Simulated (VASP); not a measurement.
# InGa2N3 (I4/mmm) in VASP: single point with PBE

Aim: the single point of InGa2N3 with PBE.

Program: VASP 6.6.1. These are calculated values, not measurements. Logs are shortened: lines on timing, memory, paths and dates and some standing lists are left out, and cuts for length are marked.

## 1. The cell of the first run

The structure is tetragonal, space group I4/mmm (No. 139). The conventional cell has a = 5.277 Å, b = 5.277 Å, c = 6.872 Å, α = 90.00°, β = 90.00°, γ = 90.00°. In (site symmetry 4/mmm) has 6 N at 2.64 to 3.44 Å and 8 Ga at 3.15 Å within 3.5 Å. Ga (site symmetry -4m2) has 2 N at 1.72 Å within 2.3 Å. N (site symmetry 4/mmm) has 4 N at 2.64 Å and 8 Ga at 3.15 Å and 2 In at 3.44 Å within 3.5 Å. N (site symmetry mmm) has 2 Ga at 1.72 Å within 2.3 Å.

The cell was built from a structure type or drawn by symmetry, and may not be a known phase.

## 2. Single point, PBE, collinear spin, ferromagnetic start

The input, INCAR:

```
SYSTEM = InGa2N3
PREC     = Accurate       ! precision mode
ENCUT    = 520            ! plane-wave cutoff, eV
EDIFF    = 1E-7           ! SCF threshold, eV
ISMEAR   = 0              ! smearing method
SIGMA    = 0.1            ! smearing width, eV
LREAL    = .FALSE.        ! projectors in reciprocal space
LASPH    = .TRUE.         ! aspherical terms in the spheres
NELM     = 150            ! most SCF steps
ALGO     = Normal         ! electronic algorithm
ISIF     = 2              ! what is computed and relaxed
LWAVE    = .FALSE.        ! write WAVECAR
LCHARG   = .FALSE.        ! write CHGCAR
ISPIN    = 2              ! spin polarisation
MAGMOM   = 0 0 0 1 1 1    ! initial moments
LORBIT   = 11             ! projections on sites
GGA      = PE             ! functional
NBANDS   = 40             ! bands
```

The input, KPOINTS:

```
regular mesh
0
G
  6 6 6
  0 0 0
```

The input, POSCAR:

```
InGa2N3
1.0
   -2.6384167400      2.6384167400      3.4359814800
    2.6384167400     -2.6384167400      3.4359814800
    2.6384167400      2.6384167400     -3.4359814800
In Ga N
1 2 3
Direct
    0.5000000000      0.5000000000      0.0000000000
    0.7500000000      0.2500000000      0.5000000000
    0.2500000000      0.7500000000      0.5000000000
    0.0000000000      0.0000000000      0.0000000000
    0.5000000000      0.0000000000      0.5000000000
    0.0000000000      0.5000000000      0.5000000000
```

Potentials or basis: VASP PAW PBE potentials, release 64 (In_d, Ga_d, N).

Run with:

```bash
$ cat potpaw_PBE.64/In_d/POTCAR potpaw_PBE.64/Ga_d/POTCAR potpaw_PBE.64/N/POTCAR > POTCAR
$ mpirun -np 1 vasp_std > vasp.out
```

OUTCAR:

```text
SYSTEM = InGa2N3
   PREC = Accurate
   ENCUT = 520
   EDIFF = 1E-7
   ISMEAR = 0
   LREAL = .FALSE.
   LASPH = .TRUE.
   NELM = 150
   ISIF = 2
   ISPIN = 2
   LORBIT = 11
   GGA = PE

 ion  position               nearest neighbor table
   1  0.500  0.500  0.000-   5 2.64   6 2.64   5 2.64   6 2.64   3 3.15   2 3.15   2 3.15   3 3.15
                             3 3.15   2 3.15   2 3.15   3 3.15
   2  0.750  0.250  0.500-   5 1.72   6 1.72   1 3.15   1 3.15   1 3.15   1 3.15
   3  0.250  0.750  0.500-   5 1.72   6 1.72   1 3.15   1 3.15   1 3.15   1 3.15
   4  0.000  0.000  0.000-
   5  0.500  0.000  0.500-   2 1.72   3 1.72   1 2.64   1 2.64
   6  0.000  0.500  0.500-   2 1.72   3 1.72   1 2.64   1 2.64

  LATTYP: Found a body centered tetragonal cell.
 ALAT       =     5.2768334800
 C/A-ratio  =     1.3022891448

  Lattice vectors:

 A1 = (  -2.6384167400,   2.6384167400,   3.4359814800)
 A2 = (   2.6384167400,  -2.6384167400,   3.4359814800)
 A3 = (   2.6384167400,   2.6384167400,  -3.4359814800)

Analysis of symmetry for initial positions (statically):
=====================================================================
 Subroutine PRICEL returns:
 Original cell was already a primitive cell.

 Routine SETGRP: Setting up the symmetry group for a
 body centered tetragonal supercell.

 Subroutine GETGRP returns: Found 16 space group operations
 (whereof 16 operations were pure point group operations)
 out of a pool of 16 trial point group operations.

The static configuration has the point symmetry D_4h.

Analysis of symmetry for dynamics (positions and initial velocities):
=====================================================================
 Subroutine PRICEL returns:
 Original cell was already a primitive cell.

 Routine SETGRP: Setting up the symmetry group for a
 body centered tetragonal supercell.

 Subroutine GETGRP returns: Found 16 space group operations
 (whereof 16 operations were pure point group operations)
 out of a pool of 16 trial point group operations.

The dynamic configuration has the point symmetry D_4h.

Analysis of structural, dynamic, and magnetic symmetry:
=====================================================================
 Subroutine PRICEL returns:
 Original cell was already a primitive cell.

 Routine SETGRP: Setting up the symmetry group for a
 body centered tetragonal supercell.

 Subroutine GETGRP returns: Found 16 space group operations
 (whereof 16 operations were pure point group operations)
 out of a pool of 16 trial point group operations.

The overall configuration has the point symmetry D_4h.

 Subroutine INISYM returns: Found 16 space group operations
 (whereof 16 operations are pure point group operations),
 and found     1 'primitive' translations

----------------------------------------------------------------------------------------

                                     Primitive cell

  volume of cell :      95.6748

  direct lattice vectors                    reciprocal lattice vectors
    -2.638416740  2.638416740  3.435981480     0.000000000  0.189507591  0.145518829
     2.638416740 -2.638416740  3.435981480     0.189507591  0.000000000  0.145518829
     2.638416740  2.638416740 -3.435981480     0.189507591  0.189507591  0.000000000

  length of vectors
     5.072322399  5.072322399  5.072322399     0.238932745  0.238932745  0.268004205

  position of ions in fractional coordinates (direct lattice)
     0.500000000  0.500000000  0.000000000
     0.750000000  0.250000000  0.500000000
     0.250000000  0.750000000  0.500000000
     0.000000000  0.000000000  0.000000000
     0.500000000  0.000000000  0.500000000
     0.000000000  0.500000000  0.500000000

  ion indices of the primitive-cell ions
   primitive index   ion index
                 1           1
                 2           2
                 3           3
                 4           4
                 5           5
                 6           6

----------------------------------------------------------------------------------------

 KPOINTS: regular mesh

Automatic generation of k-mesh.
 Grid dimensions read from file:
 generate k-points for:    6    6    6

 Generating k-lattice:

  Cartesian coordinates                     Fractional coordinates (reciprocal lattice)
     0.000000000  0.031584598  0.024253138     0.166666667  0.000000000  0.000000000
     0.031584598  0.000000000  0.024253138     0.000000000  0.166666667  0.000000000
     0.031584598  0.031584598  0.000000000     0.000000000  0.000000000  0.166666667

  Length of vectors
     0.039822124  0.039822124  0.044667368

  Shift w.r.t. Gamma in fractional coordinates (k-lattice)
     0.000000000  0.000000000  0.000000000

 Subroutine IBZKPT returns following result:
 ===========================================

 Found     30 irreducible k-points:

 Following reciprocal coordinates:
            Coordinates               Weight
  0.000000  0.000000  0.000000      1.000000
  0.166667  0.000000  0.000000      8.000000
  0.333333  0.000000 -0.000000      8.000000
  0.500000 -0.000000  0.000000      4.000000
  0.166667  0.166667  0.000000      8.000000
  0.333333  0.166667 -0.000000     16.000000
[... 16 lines left out ...]
 -0.333333 -0.333333  0.166667      8.000000
 -0.166667 -0.333333  0.166667      8.000000
 [... further k-points ...]
   k-points           NKPTS =     30   k-points in BZ     NKDIM =     30   number of bands    NBANDS=     40
   number of dos      NEDOS =    301   number of ions     NIONS =      6
   total plane-waves  NPLWV =  64000
   dimension x,y,z NGX =    40 NGY =   40 NGZ =   40
   dimension x,y,z NGXF=    80 NGYF=   80 NGZF=   80
   ions per type =               1   2   3
   NGX,Y,Z   is equivalent  to a cutoff of  13.11, 13.11, 13.11 a.u.
   NGXF,Y,Z  is equivalent  to a cutoff of  26.22, 26.22, 26.22 a.u.
 SYSTEM =  InGa2N3
   PREC   = accura    normal or accurate (medium, high low for compatibility)
   ISTART =      0    job   : 0-new  1-cont  2-samecut
   ICHARG =      2    charge: 1-file 2-atom 10-const
   ISPIN  =      2    spin polarized calculation?
   LNONCOLLINEAR =      F non collinear calculations
   LSORBIT =      F    spin-orbit coupling
   LASPH  =      T    aspherical Exc in radial PAW
   ENCUT  =  520.0 eV  38.22 Ry    6.18 a.u.   9.43  9.43  9.43*2*pi/ulx,y,z
   NELM   =    150;   NELMIN=  2; NELMDL= -5     # of ELM steps
   EDIFF  = 0.1E-06   stopping-criterion for ELM
   LREAL  =      F    real-space projection
   EDIFFG = 0.1E-05   stopping-criterion for IOM
   NSW    =      0    number of steps for IOM
   IBRION =     -1    ionic relax: 0-MD 1-quasi-New 2-CG
   NFREE  =      0    steps in history (QN), initial steepest desc. (CG)
   ISIF   =      2    stress and relaxation
   ISYM   =      2    0-nonsym 1-usesym 2-fastsym
   POTIM  = 0.5000    time-step for ionic-motion
   TEBEG  =    0.0;   TEEND  =   0.0 temperature during run
   PSTRESS=    0.0 pullay stress
   NELECT =      54.0000    total number of electrons
   NUPDOWN=      -1.0000    fix difference up-down
   EMIN   =  10.00;   EMAX   =-10.00  energy-range for DOS
   EFERMI =   0.00;   METHOD = LEGACY
   ISMEAR =     0;   SIGMA  =   0.10  broadening in eV -4-tet -1-fermi 0-gaus
   EFERMI_NEDOS =   21; number of points for ismear=-14 and -15
   IALGO  =     38    algorithm
   IMIX   =      4    mixing-type and parameters
     AMIX     =   0.40;   BMIX     =  1.00
     AMIX_MAG =   1.60;   BMIX_MAG =  1.00
  volume/ion in A,a.u.               =      15.95       107.61
  Fermi-wavevector in a.u.,A,eV,Ry     =   1.352924  2.556657 24.904167  1.830405
  Thomas-Fermi vector in A             =   2.480223
   LORBIT       =     11    0 simple, 1 ext, 2 COOP (PROOUT), +10 PAW based schemes
   GGA     = PE    functional components
   LHFCALC =     F    Hartree Fock is set to
   AEXX    =    0.0000 exact exchange contribution
   IVDW    =     0    specifies the selected vdW correction
   LEPSILON=     F    determine dielectric tensor
   LRPA    =     F    only Hartree local field effects (RPA)
 spin polarized calculation
 Gauss-broadening in eV      SIGMA  =   0.10
  energy-cutoff  :      520.00
  volume of cell :       95.67
 maximum number of plane-waves:      2590
 NGX is ok and might be reduce to    40
   NGX = 19   NGY = 19   NGZ = 19

 number of electron      53.9999986 magnetization       1.9975394

 Free energy of the ion-electron system (eV)
  ---------------------------------------------------
  ext. energy  EPLUGINS =         0.00000000
  ---------------------------------------------------
  free energy    TOTEN  =       -24.39367086 eV

  energy without entropy =      -24.39090980  energy(sigma->0) =      -24.39229033

 E-fermi :   5.0773     XC(G=0): -10.3200

 val. band max:        4.9822376082   @ k =  -0.1667  -0.3333   0.1667
 cond. band min:       5.1349996148   @ k =   0.5000   0.5000   0.1667
 fundamental gap:      0.1527620066
 Fermi energy:         5.0773119949

 spin component 1

 k-point     1 :       0.0000    0.0000    0.0000
  band No.  band energies     occupation
      1     -13.2018      1.00000
      2     -11.4043      1.00000
      3     -10.8366      1.00000
      4     -10.8256      1.00000
      5     -10.8175      1.00000
      6     -10.7925      1.00000
[... 31 lines left out ...]
     38      13.6059      0.00000
     39      16.6823      0.00000

 k-point     2 :       0.1667    0.0000    0.0000
  band No.  band energies     occupation
      1     -13.1191      1.00000
      2     -11.6685      1.00000
      3     -10.8320      1.00000
      4     -10.8184      1.00000
      5     -10.8112      1.00000
      6     -10.7878      1.00000
[... 916 lines left out ...]
 k-point    24 :      -0.1667   -0.3333    0.1667
  band No.  band energies     occupation
      1     -12.5996      1.00000
      2     -12.5163      1.00000
      3     -10.8276      1.00000
      4     -10.8252      1.00000
      5     -10.8004      1.00000
      6     -10.7815      1.00000
[... 31 lines left out ...]
     38      12.6555      0.00000
     39      14.9949      0.00000

 [... further k-points ...]

 spin component 2

 k-point     1 :       0.0000    0.0000    0.0000
  band No.  band energies     occupation
      1     -13.0963      1.00000
      2     -11.4044      1.00000
      3     -10.8479      1.00000
      4     -10.8289      1.00000
      5     -10.8283      1.00000
      6     -10.7932      1.00000
[... 31 lines left out ...]
     38      13.7827      0.00000
     39      16.9153      0.00000

 k-point     2 :       0.1667    0.0000    0.0000
  band No.  band energies     occupation
      1     -13.0170      1.00000
      2     -11.6371      1.00000
      3     -10.8432      1.00000
      4     -10.8288      1.00000
      5     -10.8201      1.00000
      6     -10.7905      1.00000
[... 916 lines left out ...]
 k-point    24 :      -0.1667   -0.3333    0.1667
  band No.  band energies     occupation
      1     -12.5067      1.00000
      2     -12.4453      1.00000
      3     -10.8388      1.00000
      4     -10.8334      1.00000
      5     -10.8107      1.00000
      6     -10.7915      1.00000
[... 31 lines left out ...]
     38      12.6906      0.00000
     39      15.3683      0.00000

 [... further k-points ...]

 [bands above 39 left out]

------------------------ aborting loop because EDIFF is reached ----------------------------------------

  FORCE on cell =-STRESS in cart. coord.  units (eV):
  Direction    XX          YY          ZZ          XY          YZ          ZX
  --------------------------------------------------------------------------------------
  -------------------------------------------------------------------------------------
  Total        4.0340945      4.0340945      7.1845110      0.0000000      0.0000000      0.0000000
  in kB       67.5552429     67.5552429    120.3123478      0.0000000      0.0000000      0.0000000
  external PRESSURE =      85.1409445 kB  Pullay stress =       0.0000000 kB

 VOLUME and BASIS-vectors are now :
 -----------------------------------------------------------------------------
  energy-cutoff  :      520.00
  volume of cell :       95.67
      direct lattice vectors                 reciprocal lattice vectors
    -2.638416740  2.638416740  3.435981480     0.000000000  0.189507591  0.145518829
     2.638416740 -2.638416740  3.435981480     0.189507591  0.000000000  0.145518829
     2.638416740  2.638416740 -3.435981480     0.189507591  0.189507591  0.000000000

 POSITION                                       TOTAL-FORCE (eV/Angst)
 -----------------------------------------------------------------------------------
      0.00000      0.00000      3.43598         0.000000      0.000000      0.000000
      0.00000      2.63842      1.71799         0.000000      0.000000     -0.000000
      2.63842      0.00000      1.71799        -0.000000     -0.000000      0.000000
      0.00000      0.00000      0.00000         0.000000      0.000000      0.000000
      0.00000      2.63842      0.00000         0.000000      0.000000      0.000000
      2.63842      0.00000      0.00000         0.000000      0.000000      0.000000
 -----------------------------------------------------------------------------------
    total drift:                               -0.000000     -0.000000      0.000000

  FREE ENERGIE OF THE ION-ELECTRON SYSTEM (eV)
  ---------------------------------------------------
  free  energy   TOTEN  =       -24.3936708636 eV

  energy  without entropy=      -24.3909098027  energy(sigma->0) =      -24.39229033

 total charge

# of ion       s       p       d       tot
------------------------------------------
    1        0.978   0.421   9.879  11.279
    2        0.868   0.900  10.162  11.930
    3        0.868   0.900  10.162  11.930
    4        1.364   1.975   0.000   3.339
    5        1.276   2.466   0.000   3.742
    6        1.276   2.466   0.000   3.742
--------------------------------------------------
tot          6.630   9.127  30.204  45.961

 magnetization (x)

# of ion       s       p       d       tot
------------------------------------------
    1        0.033  -0.029  -0.001   0.003
    2       -0.007  -0.019  -0.003  -0.028
    3       -0.007  -0.019  -0.003  -0.028
    4        0.031   1.281   0.000   1.312
    5        0.006   0.111   0.000   0.117
    6        0.006   0.111   0.000   0.117
--------------------------------------------------
tot          0.062   1.437  -0.007   1.493
```

Run time: 9.2 min. Hardware: 1 thread of AMD EPYC, shared host; peak memory 0.36 GiB.

What came out:

```yaml
Free_energy: -24.3937 eV
Pressure: 8.5 GPa
Band_gap_on_the_k_mesh: zero (filled and empty bands overlap)
Net_moment: 2.00 μB per cell
Site_moments: In +0.00; Ga -0.03; N +1.31, +0.12 (each value once) μB
Valence_electrons_inside_the_program's_atomic_spheres: In 11.28; Ga 11.93; N 3.34, 3.74 (each value once)
```

Levels at points of the mesh, in eV from the Fermi level:
Spin up:
```csv
k point,band 24,band 25,band 26,band 27,band 28,band 29,band 30,band 31,band 32,band 33
"(0.00, 0.00, 0.00)",-4.16,-4.16,-2.15,-0.14,-0.14,0.24,0.24,0.70,2.88,5.43
"(0.50, 0.00, 0.00)",-3.01,-2.19,-1.84,-0.18,-0.18,0.13,2.60,2.75,2.88,3.02
"(0.50, 0.50, 0.00)",-2.73,-2.46,-2.17,-1.90,-0.27,0.40,0.69,3.32,4.15,4.47
"(0.50, 0.50, 0.50)",-2.99,-2.99,-1.88,-0.12,-0.12,1.27,2.08,3.34,3.34,3.71
```
Spin down:
```
           k point  band 24  band 25  band 26  band 27  band 28  band 29
(0.00, 0.00, 0.00)    -3.26    -3.26    -1.05     0.10     0.10     0.69
(0.50, 0.00, 0.00)    -2.66    -1.05     0.15     0.28     0.80     2.31
(0.50, 0.50, 0.00)    -2.29    -1.61    -1.23     0.77     0.79     1.43
(0.50, 0.50, 0.50)    -2.30    -2.30    -0.86     1.27     2.36     2.36
```

Caveat: the cell stands under pressure; semilocal functionals underestimate gaps, so a narrow gap can read as zero; spin-orbit coupling is left out, which moves the levels of the heavy elements.
